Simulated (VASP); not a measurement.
Wanted: the native input for a VASP 6.6.1 run.

```
Task                   : single point
Functional             : PBE
Potentials or basis    : VASP PAW PBE potentials, release 64 (Cd, O)
Cutoff                 : 600 eV
k mesh                 : 16 × 16 × 16
Occupations            : gaussian, width 0.1 eV
Spin                   : no spin polarisation
Dipole correction      : no
Further INCAR settings : ALGO = Normal; EDIFF = 1e-06; NBANDS = 16
```

The structure of CdO lies in POSCAR:

```
CdO
1.0
    0.0000000000      2.1606802922      2.1606802922
    2.1606802922      0.0000000000      2.1606802922
    2.1606802922      2.1606802922      0.0000000000
Cd O
1 1
Direct
    0.0000000000      0.0000000000      0.0000000000
    0.5000000000      0.5000000000      0.5000000000
```

One way to write it, as run:

INCAR

```
ALGO     = Normal         # electronic algorithm
EDIFF    = 1E-6           # SCF threshold, eV
ENCUT    = 600            # plane-wave cutoff, eV
GGA      = PE             # functional
GGA_COMPAT= F            
ISIF     = 2              # what is computed and relaxed
ISMEAR   = 0              # smearing method
LASPH    = T              # aspherical terms in the spheres
LCHARG   = F              # write CHGCAR
LREAL    = F              # projectors in reciprocal space
LWAVE    = F              # write WAVECAR
NBANDS   = 16             # bands
NELM     = 120            # most SCF steps
PREC     = Accurate       # precision mode
SIGMA    = 0.1            # smearing width, eV
```

KPOINTS

```
k-points
0
Gamma
  16 16 16
```

Potentials or basis: VASP PAW PBE potentials, release 64 (Cd, O).

Launch:

```console
$ cat potpaw_PBE.64/Cd/POTCAR potpaw_PBE.64/O/POTCAR > POTCAR
$ mpirun -np 1 vasp_std > vasp.out
```

It gave:

The pressure is 79.7 GPa.

Caveat: the cell stands under pressure.

Run time: 110 s on 1 thread of AMD EPYC 7R13, with other jobs on the host, peak memory 0.15 GiB.
